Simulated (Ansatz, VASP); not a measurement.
## One calculation of AgO3, two programs

```
Ag O
1.0
     3.54474    0.00000    0.00000
     0.00000    3.54474    0.00000
     0.00000    0.00000    3.54474
Ag O
1 3
Direct
  0.00000 0.00000 0.00000
  0.00000 0.50000 0.50000
  0.50000 0.00000 0.50000
  0.50000 0.50000 0.00000
```

Change from the starting cell: species swapped into the NbIr3 type (Pm-3m, No. 221).

Alike in both runs: functional PBE; k mesh 14 × 14 × 14; occupations gaussian, width 0.1 eV; collinear spin.

Ansatz relaxed the structure, and its values are those at the end. VASP's run is a single point on that final structure, the one shown.

|  | VASP | Ansatz |
| --- | --- | --- |
| version | VASP 6.6.1 | Ansatz 0.2.0 |
| potentials or method | VASP PAW PBE potentials, release 64 (Ag, O), cutoff 520 eV | scalar-relativistic, plane waves, PAW |
| valence electrons in the cell | 29 | 37 |

Ansatz gave:

```
gap on the k mesh at the Fermi level (eV)                     : none
pressure (GPa)                                                : 0.0
net moment per atom (μB)                                      : 1.25
size of the moment on the site where the two differ most (μB) : 1.50
```

Task: Which values does VASP return?

Result: gap on the k mesh at the Fermi level (eV): none; pressure (GPa): -5.0; net moment per atom (μB): 0.24; size of the moment on the site where the two differ most (μB): 0.16.

The net moments are unlike, so the other rows may belong to different states. Site moments also hang on the region over which each program counts them. A gap of «none» marks a metal or a gap that the smearing closes. VASP's potentials hold 29 valence electrons a cell and Ansatz's 37, so a difference there can come from the potentials and not from the codes.
